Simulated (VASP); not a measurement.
# CdS (an interface model) in VASP: single point with PBE

Aim: the single point of CdS (an interface model) with PBE.

All numbers are computed with VASP 6.6.1; they aren't measurements. Logs are shortened: lines on timing, memory, paths and dates and some standing lists are left out, and cuts for length are marked.

**1. The cell of the first run**

The cell holds layers of an interface, 24 atoms: a = 4.191 Å, b = 4.191 Å, c = 41.053 Å, α = 90.00°, β = 90.00°, γ = 120.00°.

**2. Single point, PBE**

The input, INCAR:

```
SYSTEM = CdS
  ALGO = Normal
  EDIFF = 1E-6
  ENCUT = 400
  GGA = PE
  GGA_COMPAT = .False.
  ISIF = 2
  ISMEAR = 0
  LASPH = .True.
  LCHARG = .False.
  LREAL = .False.
  LWAVE = .False.
  NBANDS = 126
  NELM = 120
  PREC = Accurate
  SIGMA = 0.05
```

The input, KPOINTS:

```
k-points
0
Gamma
  6 6 1
  0 0 0
```

The input, POSCAR:

```
CdS
1.0
    4.1906132977      0.0000000000      0.0000000000
   -2.0953066488      3.6291775732      0.0000000000
    0.0000000000      0.0000000000     41.0533503290
S Cd
12 12
Direct
    0.6666666667      0.3333333333      0.0520447070
    1.0000000000      1.0000000000      0.1354037565
    0.6666666667      0.3333333333      0.3021008868
    0.3333333333      0.6666666667      0.2187563254
    1.0000000000      1.0000000000      0.3854379585
    0.3333333333      0.6666666667      0.4686616328
    0.3333333333      0.6666666667      0.9687073438
    0.6666666667      0.3333333333      0.8854584296
    1.0000000000      1.0000000000      0.8020966381
    0.3333333333      0.6666666667      0.7187470723
    0.6666666667      0.3333333333      0.6354091368
    1.0000000000      1.0000000000      0.5520861712
    0.3333333333      0.6666666667      0.0311911854
    0.6666666667      0.3333333333      0.1145699729
    1.0000000000      1.0000000000      0.1979257674
    0.3333333333      0.6666666667      0.2812750071
    0.6666666667      0.3333333333      0.3646166891
    1.0000000000      1.0000000000      0.4479396116
    0.6666666667      0.3333333333      0.9479757463
    1.0000000000      1.0000000000      0.8646197426
    0.6666666667      0.3333333333      0.6979232524
    0.3333333333      0.6666666667      0.7812654916
    1.0000000000      1.0000000000      0.6145954278
    0.3333333333      0.6666666667      0.5311920470
```

Potentials or basis: VASP PAW PBE potentials, release 64 (S, Cd).

Run with:

```bash
$ cat potpaw_PBE.64/S/POTCAR potpaw_PBE.64/Cd/POTCAR > POTCAR
$ mpirun -np 1 vasp_std > vasp.out
```

OUTCAR:

```text
SYSTEM = CdS
   EDIFF = 1E-6
   ENCUT = 400
   GGA = PE
   ISIF = 2
   ISMEAR = 0
   LASPH = .True.
   LREAL = .False.
   NELM = 120
   PREC = Accurate

 ion  position               nearest neighbor table
   1  0.667  0.333  0.052-  13 2.57  13 2.57  13 2.57  14 2.57
   2  0.000  0.000  0.135-  14 2.57  14 2.57  14 2.57  15 2.57
   3  0.667  0.333  0.302-  16 2.57  16 2.57  16 2.57  17 2.57
   4  0.333  0.667  0.219-  15 2.57  15 2.57  15 2.57  16 2.57
   5  0.000  0.000  0.385-  18 2.57  17 2.57  17 2.57  17 2.57
   6  0.333  0.667  0.469-  18 2.56  18 2.56  18 2.56  24 2.57
[... 16 lines left out ...]
  23  0.000  0.000  0.615-  11 2.57  11 2.57  11 2.57  12 2.57
  24  0.333  0.667  0.531-  12 2.57  12 2.57  12 2.57   6 2.57

  LATTYP: Found a hexagonal cell.
 ALAT       =     4.1906132977
 C/A-ratio  =     9.7965017081

  Lattice vectors:

 A1 = (   4.1906132977,   0.0000000000,   0.0000000000)
 A2 = (  -2.0953066488,   3.6291775732,   0.0000000000)
 A3 = (   0.0000000000,   0.0000000000,  41.0533503290)

Analysis of symmetry for initial positions (statically):
=====================================================================
 Subroutine PRICEL returns:
 Original cell was already a primitive cell.

 Routine SETGRP: Setting up the symmetry group for a
 hexagonal supercell.

 Subroutine GETGRP returns: Found  6 space group operations
 (whereof  6 operations were pure point group operations)
 out of a pool of 24 trial point group operations.

The static configuration has the point symmetry C_3v.

Analysis of symmetry for dynamics (positions and initial velocities):
=====================================================================
 Subroutine PRICEL returns:
 Original cell was already a primitive cell.

 Routine SETGRP: Setting up the symmetry group for a
 hexagonal supercell.

 Subroutine GETGRP returns: Found  6 space group operations
 (whereof  6 operations were pure point group operations)
 out of a pool of 24 trial point group operations.

The dynamic configuration has the point symmetry C_3v.

 Subroutine INISYM returns: Found  6 space group operations
 (whereof  6 operations are pure point group operations),
 and found     1 'primitive' translations

----------------------------------------------------------------------------------------

                                     Primitive cell

  volume of cell :     624.3590

  direct lattice vectors                    reciprocal lattice vectors
     4.190613298  0.000000000  0.000000000     0.238628556  0.137772261  0.000000000
    -2.095306649  3.629177573  0.000000000     0.000000000  0.275544522  0.000000000
     0.000000000  0.000000000 41.053350329     0.000000000  0.000000000  0.024358548

  length of vectors
     4.190613298  4.190613298 41.053350329     0.275544522  0.275544522  0.024358548

  position of ions in fractional coordinates (direct lattice)
     0.666666667  0.333333333  0.052044707
     0.000000000  0.000000000  0.135403756
     0.666666667  0.333333333  0.302100887
     0.333333333  0.666666667  0.218756325
     0.000000000  0.000000000  0.385437958
     0.333333333  0.666666667  0.468661633
[... 16 lines left out ...]
     0.000000000  0.000000000  0.614595428
     0.333333333  0.666666667  0.531192047

  ion indices of the primitive-cell ions
   primitive index   ion index
                 1           1
                 2           2
                 3           3
                 4           4
                 5           5
                 6           6
[... 16 lines left out ...]
                23          23
                24          24

----------------------------------------------------------------------------------------

 KPOINTS: k-points

Automatic generation of k-mesh.
 Grid dimensions read from file:
 generate k-points for:    6    6    1

 Generating k-lattice:

  Cartesian coordinates                     Fractional coordinates (reciprocal lattice)
     0.039771426  0.022962044  0.000000000     0.166666667  0.000000000  0.000000000
     0.000000000  0.045924087  0.000000000     0.000000000  0.166666667  0.000000000
     0.000000000  0.000000000  0.024358548     0.000000000  0.000000000  1.000000000

  Length of vectors
     0.045924087  0.045924087  0.024358548

  Shift w.r.t. Gamma in fractional coordinates (k-lattice)
     0.000000000  0.000000000  0.000000000

 Subroutine IBZKPT returns following result:
 ===========================================

 Found      7 irreducible k-points:

 Following reciprocal coordinates:
            Coordinates               Weight
  0.000000  0.000000  0.000000      1.000000
  0.166667 -0.000000  0.000000      6.000000
  0.333333  0.000000  0.000000      6.000000
  0.500000  0.000000  0.000000      3.000000
  0.166667  0.166667  0.000000      6.000000
  0.333333  0.166667  0.000000     12.000000
  0.333333  0.333333  0.000000      2.000000
   k-points           NKPTS =      7   k-points in BZ     NKDIM =      7   number of bands    NBANDS=    126
   number of dos      NEDOS =    301   number of ions     NIONS =     24
   total plane-waves  NPLWV = 211680
   dimension x,y,z NGX =    28 NGY =   28 NGZ =  270
   dimension x,y,z NGXF=    56 NGYF=   56 NGZF=  540
   ions per type =              12  12
   NGX,Y,Z   is equivalent  to a cutoff of  11.11, 11.11, 10.93 a.u.
   NGXF,Y,Z  is equivalent  to a cutoff of  22.22, 22.22, 21.87 a.u.
 SYSTEM =  CdS
   PREC   = accura    normal or accurate (medium, high low for compatibility)
   ISTART =      0    job   : 0-new  1-cont  2-samecut
   ICHARG =      2    charge: 1-file 2-atom 10-const
   ISPIN  =      1    spin polarized calculation?
   LNONCOLLINEAR =      F non collinear calculations
   LSORBIT =      F    spin-orbit coupling
   LASPH  =      T    aspherical Exc in radial PAW
   ENCUT  =  400.0 eV  29.40 Ry    5.42 a.u.   6.83  6.83 66.95*2*pi/ulx,y,z
   NELM   =    120;   NELMIN=  2; NELMDL= -5     # of ELM steps
   EDIFF  = 0.1E-05   stopping-criterion for ELM
   LREAL  =      F    real-space projection
   EDIFFG = 0.1E-04   stopping-criterion for IOM
   NSW    =      0    number of steps for IOM
   IBRION =     -1    ionic relax: 0-MD 1-quasi-New 2-CG
   NFREE  =      0    steps in history (QN), initial steepest desc. (CG)
   ISIF   =      2    stress and relaxation
   ISYM   =      2    0-nonsym 1-usesym 2-fastsym
   POTIM  = 0.5000    time-step for ionic-motion
   TEBEG  =    0.0;   TEEND  =   0.0 temperature during run
   PSTRESS=    0.0 pullay stress
   NELECT =     216.0000    total number of electrons
   NUPDOWN=      -1.0000    fix difference up-down
   EMIN   =  10.00;   EMAX   =-10.00  energy-range for DOS
   EFERMI =   0.00;   METHOD = LEGACY
   ISMEAR =     0;   SIGMA  =   0.05  broadening in eV -4-tet -1-fermi 0-gaus
   EFERMI_NEDOS =   21; number of points for ismear=-14 and -15
   IALGO  =     38    algorithm
   IMIX   =      4    mixing-type and parameters
     AMIX     =   0.40;   BMIX     =  1.00
     AMIX_MAG =   1.60;   BMIX_MAG =  1.00
  volume/ion in A,a.u.               =      26.01       175.56
  Fermi-wavevector in a.u.,A,eV,Ry     =   1.149250  2.171768 17.970251  1.320776
  Thomas-Fermi vector in A             =   2.285921
   LORBIT       =      0    0 simple, 1 ext, 2 COOP (PROOUT), +10 PAW based schemes
   GGA     = PE    functional components
   LHFCALC =     F    Hartree Fock is set to
   AEXX    =    0.0000 exact exchange contribution
   IVDW    =     0    specifies the selected vdW correction
   LEPSILON=     F    determine dielectric tensor
   LRPA    =     F    only Hartree local field effects (RPA)
 non-spin polarized calculation
 Gauss-broadening in eV      SIGMA  =   0.05
  energy-cutoff  :      400.00
  volume of cell :      624.36
 maximum number of plane-waves:     11390
 NGX is ok and might be reduce to    28
   NGX = 13   NGY = 13   NGZ =133

 number of electron     216.0000043 magnetization

 Free energy of the ion-electron system (eV)
  ---------------------------------------------------
  ext. energy  EPLUGINS =         0.00000000
  ---------------------------------------------------
  free energy    TOTEN  =       -73.72762809 eV

  energy without entropy =      -73.72762809  energy(sigma->0) =      -73.72762809

 E-fermi :   1.1597     XC(G=0):  -8.9279

 val. band max:        0.9220849766   @ k =   0.0000   0.0000   0.0000
 cond. band min:       1.9732429346   @ k =   0.0000   0.0000   0.0000
 fundamental gap:      1.0511579580
 Fermi energy:         1.1596847753

 k-point     1 :       0.0000    0.0000    0.0000
  band No.  band energies     occupation
      1     -11.1708      2.00000
      2     -11.1491      2.00000
      3     -11.1404      2.00000
      4     -11.0754      2.00000
      5     -11.0729      2.00000
      6     -10.9785      2.00000
[... 112 lines left out ...]
    119       3.8448      0.00000
    120       3.8634      0.00000

 k-point     2 :       0.1667   -0.0000    0.0000
  band No.  band energies     occupation
      1     -11.0847      2.00000
      2     -11.0661      2.00000
      3     -11.0574      2.00000
      4     -11.0008      2.00000
      5     -10.9982      2.00000
      6     -10.9158      2.00000
[... 112 lines left out ...]
    119       4.7046      0.00000
    120       4.7257      0.00000

 k-point     3 :       0.3333    0.0000    0.0000
  band No.  band energies     occupation
      1     -10.8994      2.00000
      2     -10.8885      2.00000
      3     -10.8798      2.00000
      4     -10.8451      2.00000
      5     -10.8424      2.00000
      6     -10.7906      2.00000
[... 112 lines left out ...]
    119       5.1756      0.00000
    120       5.2438      0.00000

 k-point     4 :       0.5000    0.0000    0.0000
  band No.  band energies     occupation
      1     -10.7898      2.00000
      2     -10.7852      2.00000
      3     -10.7767      2.00000
      4     -10.7599      2.00000
      5     -10.7567      2.00000
      6     -10.7294      2.00000
[... 112 lines left out ...]
    119       5.0304      0.00000
    120       5.0814      0.00000

 k-point     5 :       0.1667    0.1667    0.0000
  band No.  band energies     occupation
      1     -10.9485      2.00000
      2     -10.9353      2.00000
      3     -10.9266      2.00000
      4     -10.8853      2.00000
      5     -10.8827      2.00000
      6     -10.8219      2.00000
[... 112 lines left out ...]
    119       5.6176      0.00000
    120       5.6338      0.00000

 k-point     6 :       0.3333    0.1667    0.0000
  band No.  band energies     occupation
      1     -10.7920      2.00000
      2     -10.7869      2.00000
      3     -10.7784      2.00000
      4     -10.7606      2.00000
      5     -10.7577      2.00000
      6     -10.7294      2.00000
[... 112 lines left out ...]
    119       5.7163      0.00000
    120       5.7333      0.00000

 k-point     7 :       0.3333    0.3333    0.0000
  band No.  band energies     occupation
      1     -10.7089      2.00000
      2     -10.7085      2.00000
      3     -10.7084      2.00000
      4     -10.7063      2.00000
      5     -10.7022      2.00000
      6     -10.7012      2.00000
[... 112 lines left out ...]
    119       5.7197      0.00000
    120       5.7215      0.00000
 [bands above 120 left out]

------------------------ aborting loop because EDIFF is reached ----------------------------------------

  FORCE on cell =-STRESS in cart. coord.  units (eV):
  Direction    XX          YY          ZZ          XY          YZ          ZX
  --------------------------------------------------------------------------------------
  -------------------------------------------------------------------------------------
  Total       -0.3045522     -0.3045522     -0.3929307     -0.0000000      0.0000000      0.0000000
  in kB       -0.7815160     -0.7815160     -1.0083056     -0.0000000      0.0000000      0.0000000
  external PRESSURE =      -0.8571125 kB  Pullay stress =       0.0000000 kB

 VOLUME and BASIS-vectors are now :
 -----------------------------------------------------------------------------
  energy-cutoff  :      400.00
  volume of cell :      624.36
      direct lattice vectors                 reciprocal lattice vectors
     4.190613298  0.000000000  0.000000000     0.238628556  0.137772261  0.000000000
    -2.095306649  3.629177573  0.000000000     0.000000000  0.275544522  0.000000000
     0.000000000  0.000000000 41.053350329     0.000000000  0.000000000  0.024358548

 POSITION                                       TOTAL-FORCE (eV/Angst)
 -----------------------------------------------------------------------------------
      2.09531      1.20973      2.13661        -0.000000      0.000000      0.003431
      0.00000      0.00000      5.55878         0.000000     -0.000000     -0.002031
      2.09531      1.20973     12.40225        -0.000000     -0.000000     -0.001825
     -0.00000      2.41945      8.98068         0.000000     -0.000000     -0.001794
      0.00000      0.00000     15.82352         0.000000     -0.000000     -0.004418
     -0.00000      2.41945     19.24013        -0.000000     -0.000000      0.007008
[... 16 lines left out ...]
      0.00000      0.00000     25.23120        -0.000000      0.000000      0.001333
     -0.00000      2.41945     21.80721        -0.000000     -0.000000      0.001022
 -----------------------------------------------------------------------------------
    total drift:                                0.000002      0.000004      0.001952

  FREE ENERGIE OF THE ION-ELECTRON SYSTEM (eV)
  ---------------------------------------------------
  free  energy   TOTEN  =       -73.7276280899 eV

  energy  without entropy=      -73.7276280899  energy(sigma->0) =      -73.72762809
```

It took 9.4 min on 1 thread of Intel Xeon 8259CL, shared host; peak memory 0.64 GiB.

Results:

| Property | Result |
| --- | --- |
| Free energy | -73.7276 eV |
| Pressure | -0.1 GPa |
| Largest force | 0.007 eV/Å |
| Band gap on the k mesh | 1.05 eV |

Forces in eV/Å, atoms in the order of the input:
```
S    0.000  0.000  0.003
S    0.000  0.000 -0.002
S    0.000  0.000 -0.002
S    0.000  0.000 -0.002
S    0.000  0.000 -0.004
S    0.000  0.000  0.007
S    0.000  0.000 -0.005
S    0.000  0.000 -0.003
S    0.000  0.000 -0.001
S    0.000  0.000 -0.001
S    0.000  0.000 -0.001
S    0.000  0.000 -0.007
Cd   0.000  0.000  0.006
Cd   0.000  0.000  0.002
Cd   0.000  0.000  0.000
Cd   0.000  0.000  0.001
Cd   0.000  0.000  0.001
Cd   0.000  0.000  0.001
Cd   0.000  0.000 -0.001
Cd   0.000  0.000  0.001
Cd   0.000  0.000  0.002
Cd   0.000  0.000  0.002
Cd   0.000  0.000  0.001
Cd   0.000  0.000  0.001
```
